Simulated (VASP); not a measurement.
# HfO2: single point with r2SCAN

The system is HfO2.

```
Hf O
1.0
     0.00000    2.52956    2.52956
     2.52956    0.00000    2.52956
     2.52956    2.52956    0.00000
Hf O
1 2
Direct
  0.00000 0.00000 0.00000
  0.25000 0.25000 0.25000
  0.75000 0.75000 0.75000
```

| Item | Value |
| --- | --- |
| Program | VASP 6.6.1 |
| Task | single point |
| Functional | r2SCAN |
| Potentials or basis | VASP PAW PBE potentials, release 64 (Hf_pv, O) |
| Cutoff | 520 eV |
| k mesh | 6 × 6 × 6 |
| Occupations | gaussian, width 0.1 eV |
| Spin | no spin polarisation |
| Dipole correction | no |
| Further INCAR settings | ALGO = Normal; EDIFF = 1e-06; NBANDS = 18 |

| Property | Result |
| --- | --- |
| Pressure | -4.1 GPa |
| Band gap on the k mesh | 4.31 eV, direct |

Levels at points of the mesh, in eV from the valence-band top:
| k point | band 8 | band 9 | band 10 | band 11 | band 12 | band 13 | band 14 | band 15 |
| --- | --- | --- | --- | --- | --- | --- | --- | --- |
| (0.00, 0.00, 0.00) | -5.48 | -0.64 | -0.64 | -0.64 | 4.42 | 4.42 | 6.52 | 11.08 |
| (0.50, 0.00, 0.00) | -3.08 | -2.82 | -1.90 | -1.90 | 5.12 | 5.12 | 7.55 | 9.64 |
| (0.50, 0.50, 0.00) | -3.59 | -1.56 | -1.56 | 0.00 | 4.31 | 6.04 | 7.23 | 8.73 |

Wall time 23 s on 1 thread of Intel(R) Xeon(R) 6975P-C (Granite Rapids), on a shared host, peak memory 0.16 GiB.

Caveat: the PAW data sets were made with another functional, which shifts forces and pressure a little; spin-orbit coupling is left out, which moves the levels of the heavy elements. r2SCAN opens gaps a little over a GGA but as a rule still falls short of measured ones.
